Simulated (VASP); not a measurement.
Set up this calculation in VASP 6.6.1, as the native input.

```
Task                   : single point
Functional             : PBE
Potentials or basis    : VASP PAW PBE potentials, release 64 (Y_sv, Ge_d)
Cutoff                 : 520 eV
k mesh                 : 4 × 4 × 4
Occupations            : gaussian, width 0.1 eV
Spin                   : no spin polarisation
Dipole correction      : no
Further INCAR settings : ALGO = Fast; EDIFF = 1e-06; NBANDS = 32
```

The structure of Y3Ge lies in POSCAR:

```
Y3Ge
1.0
    4.7108332761      0.0000000000      0.0000000000
    0.0000000000      4.7108332761      0.0000000000
    0.0000000000      0.0000000000      4.7108332761
Y Ge
3 1
Direct
    0.0000000000      0.5000000000      0.5000000000
    0.5000000000      0.0000000000      0.5000000000
    0.5000000000      0.5000000000      0.0000000000
    0.0000000000      0.0000000000      0.0000000000
```

These files were run (other wordings do the same):

INCAR

```
SYSTEM = Y3Ge
PREC = Accurate
ENCUT = 520
EDIFF = 1E-6
ISMEAR = 0
SIGMA = 0.1
LREAL = .FALSE.
LASPH = .TRUE.
NELM = 100
ALGO = Fast
ISIF = 2
LWAVE = .FALSE.
LCHARG = .TRUE.
GGA = PE
LELF = .TRUE.
LVHAR = .TRUE.
NBANDS = 32
```

KPOINTS

```
regular mesh
0
G
  4 4 4
  0 0 0
```

Potentials or basis: VASP PAW PBE potentials, release 64 (Y_sv, Ge_d).

Run with:

```console
$ cat potpaw_PBE.64/Y_sv/POTCAR potpaw_PBE.64/Ge_d/POTCAR > POTCAR
$ mpirun -np 1 vasp_std > vasp.out
```

Results of the run:

The pressure is -0.3 GPa.

It took 2.4 min on 1 thread of Oxide Virtual Turin-like Processor (shared host), peak memory 0.2 GiB.
